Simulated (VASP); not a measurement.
A run of VASP 6.6.1:

The input INCAR:

```
PREC     = Accurate       # precision mode
ENCUT    = 520            # plane-wave cutoff, eV
EDIFF    = 1E-7           # SCF threshold, eV
ISMEAR   = -1             # smearing method
SIGMA    = 0.2            # smearing width, eV
LREAL    = False          # projectors in reciprocal space
LASPH    = True           # aspherical terms in the spheres
NELM     = 80             # most SCF steps
ALGO     = Fast           # electronic algorithm
ISIF     = 2              # what is computed and relaxed
LWAVE    = False          # write WAVECAR
LCHARG   = False          # write CHGCAR
GGA      = PS             # functional
NBANDS   = 24             # bands
```

The input KPOINTS:

```
regular mesh
0
Gamma
  14 14 14
```

File POSCAR:

```
AlNi3
1.0
    0.0000000000      2.8018887551      2.8018887551
    2.8018887551      0.0000000000      2.8018887551
    2.8018887551      2.8018887551      0.0000000000
Al Ni
1 3
Direct
    0.5000000000      0.5000000000      0.5000000000
    0.2500000000      0.2500000000      0.2500000000
    0.0000000000      0.0000000000      0.0000000000
    0.7500000000      0.7500000000      0.7500000000
```

Potentials or basis: VASP PAW PBE potentials, release 64 (Al, Ni).

Command:

```console
$ cat potpaw_PBE.64/Al/POTCAR potpaw_PBE.64/Ni/POTCAR > POTCAR
$ mpirun -np 1 vasp_std > vasp.out
```

Hardware: 1 thread of AMD EPYC 9R45 96-Core Processor (Zen 5), with other jobs on the host.

Problem. Estimate the wall time of this run.

Solution. It took 83 s on 1 thread of AMD EPYC 9R45 96-Core Processor (Zen 5), on a shared host, peak memory 0.2 GiB. Counts: scf iterations 18, k points 104.
